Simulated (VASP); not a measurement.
Here is a VASP 6.6.1 calculation.

The input INCAR:

```
ALGO = Normal ; EDIFF = 1E-7
ENCUT = 520 ; GGA = PE
ISIF = 2 ; ISMEAR = 0
LASPH = True ; LCHARG = False
LREAL = False ; LWAVE = False
NBANDS = 22 ; NELM = 80
PREC = Accurate ; SIGMA = 0.1
```

File KPOINTS:

```
k-points
0
Gamma
  8 8 4
```

Contents of POSCAR:

```
Al5P2
1.0
    3.8096228092      0.0000000000      0.0000000000
    0.0000000000      3.8096228092      0.0000000000
    0.0000000000      0.0000000000      9.9679676556
Al P
5 2
Direct
    0.0000000000      0.0000000000      0.0000000000
    0.5000000000      0.5000000000      0.7138473326
    0.5000000000      0.5000000000      0.2861526674
    0.5000000000      0.0000000000      0.5165067347
    0.0000000000      0.5000000000      0.4834932653
    0.5000000000      0.0000000000      0.1420949422
    0.0000000000      0.5000000000      0.8579050578
```

Potentials or basis: VASP PAW PBE potentials, release 64 (Al, P).

Launch:

```sh
$ cat potpaw_PBE.64/Al/POTCAR potpaw_PBE.64/P/POTCAR > POTCAR
$ mpirun -np 1 vasp_std > vasp.out
```

(1) Predict the largest force.

(2) Estimate the pressure.

## Answers

(1) 0.003 eV/Å.

(2) -0.1 GPa.
